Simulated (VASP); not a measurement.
W, 1 atom in the cell. It takes space group Fm-3m (No. 225, cubic). Conventional cell: a = 4.053 Å, b = 4.053 Å, c = 4.053 Å, α = 90.00°, β = 90.00°, γ = 90.00°. W (site symmetry m-3m) has 12 W at 2.87 Å within 3.8 Å. 

* Program: VASP 6.6.1
* Task: single point
* Functional: RPBE
* Potentials or basis: VASP PAW PBE potentials, release 64 (W_sv)
* Cutoff: 500 eV
* k mesh: 11 × 11 × 11
* Occupations: gaussian, width 0.1 eV
* Spin: no spin polarisation
* Dipole correction: no
* Further INCAR settings: ALGO = Normal; EDIFF = 1e-06; NBANDS = 13

Potentials or basis: VASP PAW PBE potentials, release 64 (W_sv).

Run with:

```console
$ cat potpaw_PBE.64/W_sv/POTCAR > POTCAR
$ mpirun -np 1 vasp_std > vasp.out
```

Hardware: 1 thread of Intel Xeon 8259CL, on a shared host.

Q: Estimate the wall time of this run.

A: Wall time 14 s on 1 thread of Intel Xeon 8259CL (shared host), peak memory 0.14 GiB. Counts: scf iterations 11, k points 56.
